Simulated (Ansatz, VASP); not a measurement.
# One calculation of SiO2, two programs

```
CELL_PARAMETERS angstrom
5.01501 0.00000 0.00000
-2.50750 4.34312 0.00000
0.00000 0.00000 8.53944
ATOMIC_POSITIONS crystal
Si 0.66667 0.33333 0.93705
Si 0.66667 0.33333 0.56295
Si 0.33333 0.66667 0.06295
Si 0.33333 0.66667 0.43705
O 0.00000 0.41206 0.00000
O 0.41206 0.41206 0.50000
O 0.58794 0.00000 0.50000
O 0.58794 0.58794 0.00000
O 0.00000 0.58794 0.50000
O 0.66667 0.33333 0.75000
O 0.33333 0.66667 0.25000
O 0.41206 0.00000 0.00000
```

Alike in both runs: functional LDA; k mesh 6 × 6 × 4; occupations gaussian, width 0.02 eV; no spin polarisation.

Ansatz relaxed the structure, and its values are those at the end. VASP's run is a single point on that final structure, the one shown.

|  | VASP | Ansatz |
| --- | --- | --- |
| version | VASP 6.6.1 | Ansatz 0.2.0 |
| potentials or method | VASP PAW LDA potentials, release 64 (Si, O), cutoff 520 eV | scalar-relativistic, plane waves, PAW |
| valence electrons in the cell | 64 | 64 |

```tsv
	VASP	Ansatz	Ansatz less VASP
gap on the k mesh at the Fermi level (eV)	5.42	5.42	+0.002
least direct gap on the mesh (eV)	5.48	5.48	+0.002
pressure (GPa)	0.5	0.0	-0.51
rms of the force components (eV/Å)	0.011	0.000	-0.0108
```

LDA's correlation is that of Perdew and Zunger in VASP and of Perdew and Wang (1992) in Ansatz.
